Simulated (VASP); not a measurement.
The system is ZnSb2C.

```
Zn Sb C
1.0
     3.82039    0.00000    0.00000
     0.00000    3.82039    0.00000
     0.00000    0.00000    5.40284
Zn Sb C
1 2 1
Cartesian
  0.0000 0.0000 0.0000
  0.0000 1.9102 1.3507
  1.9102 0.0000 4.0521
  1.9102 1.9102 2.7014
```

* Program: VASP 6.6.1
* Task: relaxation of cell and atoms
* Functional: PBE
* Potentials or basis: VASP PAW PBE potentials, release 64 (Zn, Sb, C)
* Cutoff: 600 eV
* k mesh: 6 × 6 × 4
* Occupations: fermi-dirac, width 0.02 eV
* Spin: no spin polarisation

At the start: pressure 13.4 GPa; volume 19.71 Å³/atom.

Q: Where does the relaxation end?

A: Over 16 steps the energy falls by 292.3 meV/atom and the volume is 22.51 Å³/atom (+14.2 %); space group P-4m2 (No. 115, to 0.05 Å).

The path:
```tsv
step	energy change (eV)	largest force (eV/Å)	pressure (GPa)	volume (Å³)
1	0.0000	3.3881	13.37	78.86
2	-0.8333	0.6502	-5.06	99.15
3	-0.8976	1.0464	-2.26	93.73
4	-1.0533	0.5738	-0.76	90.97
5	-1.1044	0.0309	0.77	88.89
6	-1.1059	0.1034	1.19	88.43
7	-1.1456	0.2692	0.31	89.77
8	-1.1532	0.3311	-0.21	90.66
9	-1.1667	0.1500	-0.06	90.24
10	-1.1693	0.0052	0.05	89.98
11	-1.1693	0.0134	0.05	89.99
12	-1.1693	0.0042	-0.07	90.13
13	-1.1693	0.0088	0.00	90.06
14	-1.1693	0.0078	-0.02	90.07
15	-1.1693	0.0084	0.00	90.07
16	-1.1693	0.0024	-0.01	90.06
```

Final structure:
```
CELL_PARAMETERS angstrom
3.85175 0.00000 0.00000
0.00000 3.85175 0.00000
0.00000 0.00000 6.07021
ATOMIC_POSITIONS crystal
Zn 0.00000 0.00000 0.00000
Sb 0.00000 0.50000 0.29267
Sb 0.50000 0.00000 0.70733
C 0.50000 0.50000 0.50000
```
